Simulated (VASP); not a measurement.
# FeCo: single point with PBE

FeCo:

```
Fe Co
1.0
     2.83299    0.00000    0.00000
     0.00000    2.83299    0.00000
     0.00000    0.00000    2.83299
Fe Co
1 1
Direct
  0.50000 0.50000 0.50000
  0.00000 0.00000 0.00000
```

```json
{"Program": "VASP 6.6.1", "Task": "single point", "Functional": "PBE", "Potentials or basis": "VASP PAW PBE potentials, release 64 (Fe, Co)", "Cutoff": "600 eV", "k mesh": "11 × 11 × 11", "Occupations": "fermi-dirac, width 0.05 eV", "Spin": "collinear spin, ferromagnetic start", "Starting moments": "[3.0, 2.0] μB", "Dipole correction": "no", "Further INCAR settings": "ALGO = Normal; EDIFF = 1e-06; NBANDS = 20"}
```

The pressure is 1.5 GPa. The net moment is 4.45 μB per cell and the site moments are Fe +2.73; Co +1.74 μB. The valence electrons inside the program's atomic spheres are Fe 7.18; Co 8.26.

Levels at points of the mesh, in eV from the Fermi level:
Spin up:
| k point | band 7 | band 8 | band 9 | band 10 | band 11 | band 12 | band 13 | band 14 | band 15 | band 16 |
| --- | --- | --- | --- | --- | --- | --- | --- | --- | --- | --- |
| (0.00, 0.00, 0.00) | -2.02 | -2.02 | -0.90 | -0.90 | -0.90 | 9.16 | 9.16 | 9.16 | 14.79 | 14.79 |
Spin down:
```tsv
k point	band 4	band 5	band 6	band 7	band 8	band 9
(0.00, 0.00, 0.00)	-1.23	-1.23	-1.23	0.77	0.77	1.49
```

It took 44 s on 1 thread of AMD EPYC 7R13 Processor (Zen 3), on a shared host, peak memory 0.16 GiB.
